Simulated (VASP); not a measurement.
Write the native input for VASP 6.6.1 that does the following.

| Item | Value |
| --- | --- |
| Task | single point |
| Functional | PBE |
| Potentials or basis | VASP PAW PBE potentials, release 64 (Sc_sv) |
| Cutoff | 520 eV |
| k mesh | 8 × 8 × 11 |
| Occupations | fermi-dirac, width 0.1 eV |
| Spin | no spin polarisation |
| Dipole correction | no |
| Further INCAR settings | ALGO = Normal; EDIFF = 1e-07; NBANDS = 24 |

The structure of Sc lies in POSCAR:

```
Sc
1.0
    5.3375150035      0.0000000000      0.0000000000
   -2.6687575018      4.6224235861      0.0000000000
    0.0000000000      0.0000000000      3.3432894925
Sc
3
Direct
    1.0000000000      1.0000000000      0.0000000000
    0.3333333333      0.6666666667      0.5000000000
    0.6666666667      0.3333333333      0.5000000000
```

This isn't the form of Sc at room conditions, which is hcp.

The input as run:

INCAR

```
SYSTEM = Sc
  PREC = Accurate
  ENCUT = 520
  EDIFF = 1E-7
  ISMEAR = -1
  SIGMA = 0.1
  LREAL = .False.
  LASPH = .True.
  NELM = 60
  ALGO = Normal
  ISIF = 2
  LWAVE = .False.
  LCHARG = .False.
  GGA = PE
  NBANDS = 24
```

KPOINTS

```
regular mesh
0
Gamma
  8 8 11
  0 0 0
```

Potentials or basis: VASP PAW PBE potentials, release 64 (Sc_sv).

Run with:

```sh
$ cat potpaw_PBE.64/Sc_sv/POTCAR > POTCAR
$ mpirun -np 1 vasp_std > vasp.out
```

Results of the run:

```json
{
 "Pressure": "-4.9 GPa",
 "Band gap on the k mesh": "zero (an odd number of electrons rules out a gap without spin polarisation)"
}
```

Caveat: the cell stands under tension.

Run time: 2.6 min on 1 thread of Intel Xeon 8259CL, on a shared host, peak memory 0.25 GiB.
